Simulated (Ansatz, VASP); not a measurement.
One calculation of MgO, two programs

```xyz
2
Lattice="0.0000 2.1268 2.1268 2.1268 0.0000 2.1268 2.1268 2.1268 0.0000" Properties=species:S:1:pos:R:3 pbc="T T T"
Mg    0.0000    0.0000    0.0000
O     2.1268    2.1268    2.1268
```

Alike in both runs: functional PBE; k mesh 10 × 10 × 10; occupations gaussian, width 0.02 eV; no spin polarisation.

Ansatz relaxed the structure, and its values are those at the end. VASP's run is a single point on that final structure, the one shown.

```csv
,VASP,Ansatz
version,VASP 6.6.1,Ansatz 0.2.0
potentials or method,"VASP PAW PBE potentials, release 64 (Mg, O), cutoff 520 eV","scalar-relativistic, plane waves, PAW"
valence electrons in the cell,8,16
```

|  | VASP | Ansatz | Ansatz less VASP |
| --- | --- | --- | --- |
| gap on the k mesh at the Fermi level (eV) | 4.45 | 4.46 | +0.017 |
| least direct gap on the mesh (eV) | 4.45 | 4.46 | +0.017 |
| pressure (GPa) | -0.7 | 0.0 | +0.75 |

VASP's potentials hold 8 valence electrons a cell and Ansatz's 16, so a difference there can come from the potentials and not from the codes.
